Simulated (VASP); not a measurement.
# GaSb in VASP: notebook

The runs below take GaSb through single point, with PBEsol.

All numbers are computed with VASP 6.6.1; they aren't measurements. Logs are shortened: lines on timing, memory, paths and dates and some standing lists are left out, and cuts for length are marked.

## (1) The cell of the first run

It takes space group F-43m (No. 216, cubic). Conventional cell: a = 5.958 Å, b = 5.958 Å, c = 5.958 Å, α = 90.00°, β = 90.00°, γ = 90.00°. Ga (site symmetry -43m) has 4 Sb at 2.58 Å within 3.4 Å. Within 3.4 Å of Sb (site symmetry -43m) lie 4 Ga at 2.58 Å.

## (2) Single point, PBEsol (strain -0.025 along x and y, -0.025 along z)

INCAR reads:

```
SYSTEM = GaSb
PREC = Accurate ; ENCUT = 520
EDIFF = 1E-7 ; ISMEAR = 0
SIGMA = 0.15 ; LREAL = .False.
LASPH = .True. ; NELM = 100
ALGO = Normal ; ISIF = 2
LWAVE = .False. ; LCHARG = .True.
GGA = PS ; LELF = .True.
LVHAR = .True. ; NBANDS = 16
```

KPOINTS reads:

```
Automatic mesh
0
Gamma
  18 18 18
  0 0 0
```

POSCAR reads:

```
GaSb
1.0
    0.0000000000      2.9792237448      2.9792237448
    2.9792237448      0.0000000000      2.9792237448
    2.9792237448      2.9792237448      0.0000000000
Ga Sb
1 1
Direct
    0.0000000000      0.0000000000      0.0000000000
    0.7500000000      0.7500000000      0.7500000000
```

Potentials or basis: VASP PAW PBE potentials, release 64 (Ga_d, Sb).

Started as:

```
cat potpaw_PBE.64/Ga_d/POTCAR potpaw_PBE.64/Sb/POTCAR > POTCAR
mpirun -np 1 vasp_std > vasp.out
```

OUTCAR:

```text
SYSTEM = GaSb
   PREC = Accurate
   ENCUT = 520
   EDIFF = 1E-7
   ISMEAR = 0
   LREAL = .False.
   LASPH = .True.
   NELM = 100
   ISIF = 2
   GGA = PS

 ion  position               nearest neighbor table
   1  0.000  0.000  0.000-   2 2.58   2 2.58   2 2.58   2 2.58
   2  0.750  0.750  0.750-   1 2.58   1 2.58   1 2.58   1 2.58

  LATTYP: Found a face centered cubic cell.
 ALAT       =     5.9584474896

  Lattice vectors:

 A1 = (   0.0000000000,   2.9792237448,   2.9792237448)
 A2 = (   2.9792237448,   0.0000000000,   2.9792237448)
 A3 = (   2.9792237448,   2.9792237448,   0.0000000000)

Analysis of symmetry for initial positions (statically):
=====================================================================
 Subroutine PRICEL returns:
 Original cell was already a primitive cell.

 Routine SETGRP: Setting up the symmetry group for a
 face centered cubic supercell.

 Subroutine GETGRP returns: Found 24 space group operations
 (whereof 24 operations were pure point group operations)
 out of a pool of 48 trial point group operations.

The static configuration has the point symmetry T_d .

Analysis of symmetry for dynamics (positions and initial velocities):
=====================================================================
 Subroutine PRICEL returns:
 Original cell was already a primitive cell.

 Routine SETGRP: Setting up the symmetry group for a
 face centered cubic supercell.

 Subroutine GETGRP returns: Found 24 space group operations
 (whereof 24 operations were pure point group operations)
 out of a pool of 48 trial point group operations.

The dynamic configuration has the point symmetry T_d .

 Subroutine INISYM returns: Found 24 space group operations
 (whereof 24 operations are pure point group operations),
 and found     1 'primitive' translations

----------------------------------------------------------------------------------------

                                     Primitive cell

  volume of cell :      52.8858

  direct lattice vectors                    reciprocal lattice vectors
     0.000000000  2.979223745  2.979223745    -0.167828952  0.167828952  0.167828952
     2.979223745  0.000000000  2.979223745     0.167828952 -0.167828952  0.167828952
     2.979223745  2.979223745  0.000000000     0.167828952  0.167828952 -0.167828952

  length of vectors
     4.213258625  4.213258625  4.213258625     0.290688273  0.290688273  0.290688273

  position of ions in fractional coordinates (direct lattice)
     0.000000000  0.000000000  0.000000000
     0.750000000  0.750000000  0.750000000

  ion indices of the primitive-cell ions
   primitive index   ion index
                 1           1
                 2           2

----------------------------------------------------------------------------------------

 KPOINTS: Automatic mesh

Automatic generation of k-mesh.
 Grid dimensions read from file:
 generate k-points for:   18   18   18

 Generating k-lattice:

  Cartesian coordinates                     Fractional coordinates (reciprocal lattice)
    -0.009323831  0.009323831  0.009323831     0.055555556  0.000000000  0.000000000
     0.009323831 -0.009323831  0.009323831     0.000000000  0.055555556  0.000000000
     0.009323831  0.009323831 -0.009323831     0.000000000  0.000000000  0.055555556

  Length of vectors
     0.016149348  0.016149348  0.016149348

  Shift w.r.t. Gamma in fractional coordinates (k-lattice)
     0.000000000  0.000000000  0.000000000

 Subroutine IBZKPT returns following result:
 ===========================================

 Found    195 irreducible k-points:

 Following reciprocal coordinates:
            Coordinates               Weight
  0.000000  0.000000  0.000000      1.000000
  0.055556  0.000000  0.000000      8.000000
  0.111111  0.000000  0.000000      8.000000
  0.166667  0.000000  0.000000      8.000000
  0.222222  0.000000  0.000000      8.000000
  0.277778  0.000000  0.000000      8.000000
[... 16 lines left out ...]
 -0.277778  0.055556  0.000000     24.000000
 -0.222222  0.055556  0.000000     24.000000
 [... further k-points ...]
   k-points           NKPTS =    195   k-points in BZ     NKDIM =    195   number of bands    NBANDS=     16
   number of dos      NEDOS =    301   number of ions     NIONS =      2
   total plane-waves  NPLWV =  32768
   dimension x,y,z NGX =    32 NGY =   32 NGZ =   32
   dimension x,y,z NGXF=    64 NGYF=   64 NGZF=   64
   ions per type =               1   1
   NGX,Y,Z   is equivalent  to a cutoff of  12.63, 12.63, 12.63 a.u.
   NGXF,Y,Z  is equivalent  to a cutoff of  25.25, 25.25, 25.25 a.u.
 SYSTEM =  GaSb
   PREC   = accura    normal or accurate (medium, high low for compatibility)
   ISTART =      0    job   : 0-new  1-cont  2-samecut
   ICHARG =      2    charge: 1-file 2-atom 10-const
   ISPIN  =      1    spin polarized calculation?
   LNONCOLLINEAR =      F non collinear calculations
   LSORBIT =      F    spin-orbit coupling
   LASPH  =      T    aspherical Exc in radial PAW
   ENCUT  =  520.0 eV  38.22 Ry    6.18 a.u.   7.83  7.83  7.83*2*pi/ulx,y,z
   NELM   =    100;   NELMIN=  2; NELMDL= -5     # of ELM steps
   EDIFF  = 0.1E-06   stopping-criterion for ELM
   LREAL  =      F    real-space projection
   EDIFFG = 0.1E-05   stopping-criterion for IOM
   NSW    =      0    number of steps for IOM
   IBRION =     -1    ionic relax: 0-MD 1-quasi-New 2-CG
   NFREE  =      0    steps in history (QN), initial steepest desc. (CG)
   ISIF   =      2    stress and relaxation
   ISYM   =      2    0-nonsym 1-usesym 2-fastsym
   POTIM  = 0.5000    time-step for ionic-motion
   TEBEG  =    0.0;   TEEND  =   0.0 temperature during run
   PSTRESS=    0.0 pullay stress
   NELECT =      18.0000    total number of electrons
   NUPDOWN=      -1.0000    fix difference up-down
   EMIN   =  10.00;   EMAX   =-10.00  energy-range for DOS
   EFERMI =   0.00;   METHOD = LEGACY
   ISMEAR =     0;   SIGMA  =   0.15  broadening in eV -4-tet -1-fermi 0-gaus
   EFERMI_NEDOS =   21; number of points for ismear=-14 and -15
   IALGO  =     38    algorithm
   IMIX   =      4    mixing-type and parameters
     AMIX     =   0.40;   BMIX     =  1.00
     AMIX_MAG =   1.60;   BMIX_MAG =  1.00
  volume/ion in A,a.u.               =      26.44       178.45
  Fermi-wavevector in a.u.,A,eV,Ry     =   1.143017  2.159988 17.775835  1.306487
  Thomas-Fermi vector in A             =   2.279713
   LORBIT       =      0    0 simple, 1 ext, 2 COOP (PROOUT), +10 PAW based schemes
   GGA     = PS    functional components
   LHFCALC =     F    Hartree Fock is set to
   AEXX    =    0.0000 exact exchange contribution
   IVDW    =     0    specifies the selected vdW correction
   LEPSILON=     F    determine dielectric tensor
   LRPA    =     F    only Hartree local field effects (RPA)
 non-spin polarized calculation
 Gauss-broadening in eV      SIGMA  =   0.15
  energy-cutoff  :      520.00
  volume of cell :       52.89
 maximum number of plane-waves:      1438
   NGX = 15   NGY = 15   NGZ = 15

 number of electron      18.0000014 magnetization

 Free energy of the ion-electron system (eV)
  ---------------------------------------------------
  ext. energy  EPLUGINS =         0.00000000
  ---------------------------------------------------
  free energy    TOTEN  =        -8.09592254 eV

  energy without entropy =       -8.09590945  energy(sigma->0) =       -8.09591599

 E-fermi :   5.8320     XC(G=0):  -9.6162

 val. band max:        5.5756181063   @ k =   0.0000   0.0000   0.0000
 cond. band min:       6.0953942501   @ k =   0.5000   0.0000   0.0000
 fundamental gap:      0.5197761439
 Fermi energy:         5.8319841531

 k-point     1 :       0.0000    0.0000    0.0000
  band No.  band energies     occupation
      1      -9.5984      2.00000
      2      -9.5984      2.00000
      3      -9.5984      2.00000
      4      -9.5344      2.00000
      5      -9.5344      2.00000
      6      -6.5106      2.00000
[... 8 lines left out ...]
     15      14.3320      0.00000
     16      14.3320      0.00000

 k-point     2 :       0.0556    0.0000    0.0000
  band No.  band energies     occupation
      1      -9.5997      2.00000
      2      -9.5979      2.00000
      3      -9.5979      2.00000
      4      -9.5345      2.00000
      5      -9.5345      2.00000
      6      -6.4754      2.00000
[... 8 lines left out ...]
     15      13.9527      0.00000
     16      13.9527      0.00000

 k-point     3 :       0.1111    0.0000    0.0000
  band No.  band energies     occupation
      1      -9.6033      2.00000
      2      -9.5965      2.00000
      3      -9.5965      2.00000
      4      -9.5347      2.00000
      5      -9.5347      2.00000
      6      -6.3706      2.00000
[... 8 lines left out ...]
     15      13.4911      0.00000
     16      13.4911      0.00000

 k-point     4 :       0.1667    0.0000    0.0000
  band No.  band energies     occupation
      1      -9.6088      2.00000
      2      -9.5943      2.00000
      3      -9.5943      2.00000
      4      -9.5349      2.00000
      5      -9.5349      2.00000
      6      -6.1987      2.00000
[... 8 lines left out ...]
     15      13.1894      0.00000
     16      13.1894      0.00000
[... 324 lines left out ...]
 k-point    22 :      -0.3333    0.0556    0.0000
  band No.  band energies     occupation
      1      -9.6311      2.00000
      2      -9.5864      2.00000
      3      -9.5856      2.00000
      4      -9.5356      2.00000
      5      -9.5344      2.00000
      6      -5.2173      2.00000
[... 8 lines left out ...]
     15      13.5080      0.00000
     16      14.7812      0.00000

 k-point    23 :      -0.2778    0.0556    0.0000
  band No.  band energies     occupation
      1      -9.6252      2.00000
      2      -9.5886      2.00000
      3      -9.5874      2.00000
      4      -9.5359      2.00000
      5      -9.5345      2.00000
      6      -5.5441      2.00000
[... 8 lines left out ...]
     15      13.0006      0.00000
     16      14.1708      0.00000

 k-point    24 :      -0.2222    0.0556    0.0000
  band No.  band energies     occupation
      1      -9.6187      2.00000
      2      -9.5911      2.00000
      3      -9.5897      2.00000
      4      -9.5359      2.00000
      5      -9.5345      2.00000
      6      -5.8445      2.00000
[... 8 lines left out ...]
     15      12.8148      0.00000
     16      13.7808      0.00000

 [... further k-points ...]
[... 5 lines left out ...]
  --------------------------------------------------------------------------------------
  -------------------------------------------------------------------------------------
  Total        1.5931300      1.5931300      1.5931300      0.0000000      0.0000000     -0.0000000
  in kB       48.2639025     48.2639025     48.2639025      0.0000000      0.0000000     -0.0000000
  external PRESSURE =      48.2639025 kB  Pullay stress =       0.0000000 kB

 VOLUME and BASIS-vectors are now :
 -----------------------------------------------------------------------------
  energy-cutoff  :      520.00
  volume of cell :       52.89
      direct lattice vectors                 reciprocal lattice vectors
     0.000000000  2.979223745  2.979223745    -0.167828952  0.167828952  0.167828952
     2.979223745  0.000000000  2.979223745     0.167828952 -0.167828952  0.167828952
     2.979223745  2.979223745  0.000000000     0.167828952  0.167828952 -0.167828952

 POSITION                                       TOTAL-FORCE (eV/Angst)
 -----------------------------------------------------------------------------------
      0.00000      0.00000      0.00000         0.000000      0.000000      0.000000
      4.46884      4.46884      4.46884        -0.000000     -0.000000     -0.000000
 -----------------------------------------------------------------------------------
    total drift:                               -0.000001     -0.000001     -0.000000

  FREE ENERGIE OF THE ION-ELECTRON SYSTEM (eV)
  ---------------------------------------------------
  free  energy   TOTEN  =        -8.0959225394 eV

  energy  without entropy=       -8.0959094484  energy(sigma->0) =       -8.09591599
```

Run time: 78 s. Hardware: 1 thread of AMD EPYC 9R45 (Zen 5), shared host; peak memory 0.28 GiB.

Results:

* Free energy: -8.0959 eV
* Pressure: 4.8 GPa
* Band gap on the k mesh: 0.52 eV (least direct gap 0.57 eV)

Caveat: the cell differs from its parent crystal (strain -0.025 along x and y, -0.025 along z); the cell stands under pressure; the PAW data sets were made with another functional, which shifts forces and pressure a little; spin-orbit coupling is left out, which moves the levels of the heavy elements.

## (3) Single point, PBEsol (strain +0.000 along x and y, -0.025 along z)

INCAR reads:

```
ALGO     = Normal         # electronic algorithm
EDIFF    = 1E-6           # SCF threshold, eV
ENCUT    = 520            # plane-wave cutoff, eV
GGA      = PS             # functional
ISIF     = 2              # what is computed and relaxed
ISMEAR   = 0              # smearing method
LASPH    = True           # aspherical terms in the spheres
LCHARG   = False          # write CHGCAR
LREAL    = False          # projectors in reciprocal space
LWAVE    = False          # write WAVECAR
NBANDS   = 16             # bands
NELM     = 100            # most SCF steps
PREC     = Accurate       # precision mode
SIGMA    = 0.15           # smearing width, eV
```

KPOINTS reads:

```
k-points
0
Gamma
  18 18 18
```

POSCAR reads:

```
GaSb
1.0
    0.0000000000      3.0556140972      2.9792237448
    3.0556140972      0.0000000000      2.9792237448
    3.0556140972      3.0556140972      0.0000000000
Ga Sb
1 1
Direct
    0.0000000000      0.0000000000      0.0000000000
    0.7500000000      0.7500000000      0.7500000000
```

Potentials or basis: VASP PAW PBE potentials, release 64 (Ga_d, Sb).

Started as:

```
cat potpaw_PBE.64/Ga_d/POTCAR potpaw_PBE.64/Sb/POTCAR > POTCAR
mpirun -np 1 vasp_std > vasp.out
```

It took 2.8 min on 1 thread of AMD EPYC 9R45 (Zen 5), shared host; peak memory 0.51 GiB.

The run converged. Its results:

```yaml
Free_energy: -8.1457 eV
Pressure: 1.5 GPa
```

Stress tensor (GPa, compression positive):
```
1.13 0.00 0.00
0.00 1.13 0.00
0.00 0.00 2.20
```

Levels at points of the mesh, in eV from the Fermi level:
| k point | band 6 | band 7 | band 8 | band 9 | band 10 | band 11 | band 12 | band 13 |
| --- | --- | --- | --- | --- | --- | --- | --- | --- |
| (0.00, 0.00, 0.00) | -11.89 | -0.24 | -0.24 | -0.09 | 0.00 | 2.52 | 2.59 | 2.59 |
| (0.50, 0.00, 0.00) | -10.19 | -6.73 | -1.49 | -1.29 | 0.21 | 3.45 | 3.61 | 6.12 |
| (0.50, 0.50, 0.00) | -9.25 | -7.07 | -2.98 | -2.98 | 0.49 | 0.81 | 8.68 | 8.68 |
| (0.50, 0.00, 0.50) | -9.35 | -7.19 | -2.83 | -2.81 | 0.69 | 0.97 | 8.61 | 8.64 |

Caveat: the cell differs from its parent crystal (strain +0.000 along x and y, -0.025 along z); the PAW data sets were made with another functional, which shifts forces and pressure a little; spin-orbit coupling is left out, which moves the levels of the heavy elements.

(Part 1 of 2 ends here.)
